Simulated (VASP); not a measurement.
Wanted: the native input for a VASP 6.6.1 run.

| Item | Value |
| --- | --- |
| Task | single point |
| Functional | r2SCAN |
| Potentials or basis | VASP PAW PBE potentials, release 64 (Ag, Cl) |
| Cutoff | 520 eV |
| k mesh | 8 × 8 × 8 |
| Occupations | gaussian, width 0.01 eV |
| Spin | no spin polarisation |
| Dipole correction | no |
| Further INCAR settings | ALGO = Normal; EDIFF = 1e-07; NBANDS = 16 |

The system is AgCl.

```xyz
2
Lattice="0.0000 2.7732 2.7732 2.7732 0.0000 2.7732 2.7732 2.7732 0.0000" Properties=species:S:1:pos:R:3 pbc="T T T"
Ag    0.0000    0.0000    0.0000
Cl    2.7732    2.7732    2.7732
```

These files were run (other wordings do the same):

POSCAR

```
AgCl
1.0
    0.0000000000      2.7731838115      2.7731838115
    2.7731838115      0.0000000000      2.7731838115
    2.7731838115      2.7731838115      0.0000000000
Ag Cl
1 1
Direct
    0.0000000000      0.0000000000      0.0000000000
    0.5000000000      0.5000000000      0.5000000000
```

INCAR.step1

```
PREC     = Accurate       # precision mode
ENCUT    = 520            # plane-wave cutoff, eV
ISMEAR   = 0              # smearing method
SIGMA    = 0.01           # smearing width, eV
LREAL    = F              # projectors in reciprocal space
LASPH    = T              # aspherical terms in the spheres
NELM     = 60             # most SCF steps
NBANDS   = 16             # bands
GGA      = PE             # functional
ALGO     = Normal         # electronic algorithm
EDIFF    = 1E-4           # SCF threshold, eV
LWAVE    = T              # write WAVECAR
LCHARG   = F              # write CHGCAR
```

INCAR.step2

```
PREC     = Accurate       # precision mode
ENCUT    = 520            # plane-wave cutoff, eV
EDIFF    = 1E-7           # SCF threshold, eV
ISMEAR   = 0              # smearing method
SIGMA    = 0.01           # smearing width, eV
LREAL    = F              # projectors in reciprocal space
LASPH    = T              # aspherical terms in the spheres
NELM     = 60             # most SCF steps
ALGO     = Normal         # electronic algorithm
ISIF     = 2              # what is computed and relaxed
LWAVE    = F              # write WAVECAR
LCHARG   = F              # write CHGCAR
METAGGA  = R2SCAN         # meta-GGA
LMIXTAU  = T            
NBANDS   = 16             # bands
ISTART   = 1
```

KPOINTS

```
regular mesh
0
Gamma
  8 8 8
```

Potentials or basis: VASP PAW PBE potentials, release 64 (Ag, Cl).

Command:

```bash
$ cat potpaw_PBE.64/Ag/POTCAR potpaw_PBE.64/Cl/POTCAR > POTCAR
$ cp INCAR.step1 INCAR
$ mpirun -np 1 vasp_std > vasp.out
$ cp INCAR.step2 INCAR
$ mpirun -np 1 vasp_std > vasp.out
```

It gave:

* Pressure: -0.1 GPa
* Band gap on the k mesh: 1.42 eV (least direct gap 3.70 eV)

Caveat: the PAW data sets were made with another functional, which shifts forces and pressure a little.

Run time: 3.1 min on 1 thread of Intel Xeon 8259CL, with other jobs on the host, peak memory 0.18 GiB.
